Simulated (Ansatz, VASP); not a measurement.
## V4O: VASP beside Ansatz

The input INCAR:

```
PREC     = Accurate       # precision mode
ENCUT    = 520            # plane-wave cutoff, eV
EDIFF    = 1E-7           # SCF threshold, eV
ISMEAR   = 0              # smearing method
SIGMA    = 0.1            # smearing width, eV
LREAL    = False          # projectors in reciprocal space
LASPH    = True           # aspherical terms in the spheres
NELM     = 80             # most SCF steps
ALGO     = Normal         # electronic algorithm
ISIF     = 2              # what is computed and relaxed
LWAVE    = False          # write WAVECAR
LCHARG   = False          # write CHGCAR
LDIPOL   = True         
IDIPOL   = 3            
DIPOL    = 0.5 0.5 0.328
GGA      = PE             # functional
NBANDS   = 37             # bands
```

KPOINTS

```
regular mesh
0
Gamma
  9 9 1
```

The input POSCAR:

```
V4O
1.0
    2.9971751491      0.0000000000      0.0000000000
    0.0000000000      2.9971751491      0.0000000000
    0.0000000000      0.0000000000     21.3333819395
V O
4 1
Direct
    0.5000000000      0.5000000000      0.1874995728
    0.0000000000      0.0000000000      0.2577457053
    0.5000000000      0.5000000000      0.3267158760
    0.0000000000      0.0000000000      0.3906263884
    0.2500000000      0.2500000000      0.4778136898
```

Input for Ansatz:

```yaml
crystal:
  lattice:
    - [2.9971751491, 0.0, 0.0]
    - [0.0, 2.9971751491, 0.0]
    - [0.0, 0.0, 21.3333819395]
  atoms:
    - { symbol: V, position: [0.5, 0.5, 0.1874995728] }
    - { symbol: V, position: [0.0, 0.0, 0.2577457053] }
    - { symbol: V, position: [0.5, 0.5, 0.326715876] }
    - { symbol: V, position: [0.0, 0.0, 0.3906263884] }
    - { symbol: O, position: [0.25, 0.25, 0.4778136898] }
basis:
  ecutwfc: 420
kpoints:
  mp_grid: { grid: [9, 9, 1] }
hamiltonian:
  xc: pbe
scf:
  occupations: { method: gaussian, width: 0.1 }
output:
  forces: true
  eigenvalues: true
efield:
  axis: 3
  dipole_correction: true
  ramp_width: 0.04
```

Alike in both runs: task single point; functional PBE; k mesh 9 × 9 × 1; occupations gaussian, width 0.1 eV; no spin polarisation.

|  | VASP | Ansatz |
| --- | --- | --- |
| version | VASP 6.6.1 | Ansatz 0.2.0 |
| potentials or method | VASP PAW PBE potentials, release 64 (V_sv, O), cutoff 520 eV | scalar-relativistic, plane waves, PAW |
| valence electrons in the cell | 58 | 58 |

|  | VASP | Ansatz | Ansatz less VASP |
| --- | --- | --- | --- |
| gap on the k mesh at the Fermi level (eV) | none | none | - |
| rms of the force components (eV/Å) | 2.098 | 2.107 | +0.0090 |

Atom by atom the forces differ by 0.012 eV/Å (rms over components). A gap of «none» marks a metal or a gap that the smearing closes. With one functional, cell and mesh, what is left measures potentials, basis and numerics.
